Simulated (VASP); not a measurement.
**SnTe: relaxation of the atoms with r2SCAN**

Crystal: SnTe.

```
Sn Te
1.0
     0.00000    3.20725    3.20725
     3.20725    0.00000    3.20725
     3.20725    3.20725    0.00000
Sn Te
1 1
Direct
  0.00000 0.00000 0.00000
  0.50000 0.50000 0.50000
```

```yaml
Program: VASP 6.6.1
Task: relaxation of the atoms
Functional: r2SCAN
Potentials_or_basis: VASP PAW PBE potentials, release 64 (Sn_d, Te)
Cutoff: 520 eV
k_mesh: 9 × 9 × 9
Occupations: fermi-dirac, width 0.1 eV
Spin: no spin polarisation
Dipole_correction: no
Further_INCAR_settings: ALGO = Normal; EDIFF = 1e-06; IBRION = 2; EDIFFG = -0.01; NSW = 50
```

```yaml
Pressure_after_relaxing: -0.9 GPa
```

Final structure:
```
Sn Te
1.0
     0.00000    3.20725    3.20725
     3.20725    0.00000    3.20725
     3.20725    3.20725    0.00000
Sn Te
1 1
Direct
  0.00000 0.00000 0.00000
  0.50000 0.50000 0.50000
```

Levels at points of the mesh, in eV from the Fermi level:
| k point | band 8 | band 9 | band 10 | band 11 | band 12 | band 13 |
| --- | --- | --- | --- | --- | --- | --- |
| (0.00, 0.00, 0.00) | -2.33 | -2.33 | -2.33 | 3.33 | 3.33 | 3.33 |

Wall time 3.2 min on 1 thread of AMD EPYC 7R13, with other jobs on the host, peak memory 0.2 GiB.

Caveat: the relaxation stopped at its first step, so nothing moved; this odd mesh misses L, where the gap lies, so gap, dielectric constants and Born charges aren't listed; the PAW data sets were made with another functional, which shifts forces and pressure a little; spin-orbit coupling is left out, which moves the levels of the heavy elements.
